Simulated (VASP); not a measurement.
Ni:

```
Ni
1.0
     0.00000    1.76194    1.76194
     1.76194    0.00000    1.76194
     1.76194    1.76194    0.00000
Ni
1
Cartesian
  0.0000 0.0000 0.0000
```

```yaml
Program: VASP 6.6.1
Task: relaxation of cell and atoms
Functional: LDA
Potentials_or_basis: VASP PAW LDA potentials, release 64 (Ni)
Cutoff: 600 eV
k_mesh: 8 × 8 × 8
Occupations: gaussian, width 0.05 eV
Spin: collinear spin, ferromagnetic start
Starting_moments: "[1.5] μB"
```

At the start: pressure -17.6 GPa; volume 10.94 Å³/atom.

Task: How do energy, volume and symmetry change on relaxing?

Result: Over 4 steps the energy falls by 53.4 meV/atom and the volume is 10.04 Å³/atom (-8.2 %); space group Fm-3m (No. 225, to 0.05 Å); moment 0.70 μB per cell.

The path:
```tsv
step	energy change (eV)	largest force (eV/Å)	pressure (GPa)	volume (Å³)
1	0.0000	0.0000	-17.55	10.94
2	0.0224	0.0000	29.78	9.15
3	-0.0533	0.0000	-0.35	10.06
4	-0.0534	0.0000	0.06	10.04
```

Final structure:
```
CELL_PARAMETERS angstrom
0.00000 1.71243 1.71243
1.71243 0.00000 1.71243
1.71243 1.71243 0.00000
ATOMIC_POSITIONS crystal
Ni 0.00000 0.00000 0.00000
```

Caveat: the k points lie up to 0.40 Å⁻¹ apart in the final cell.
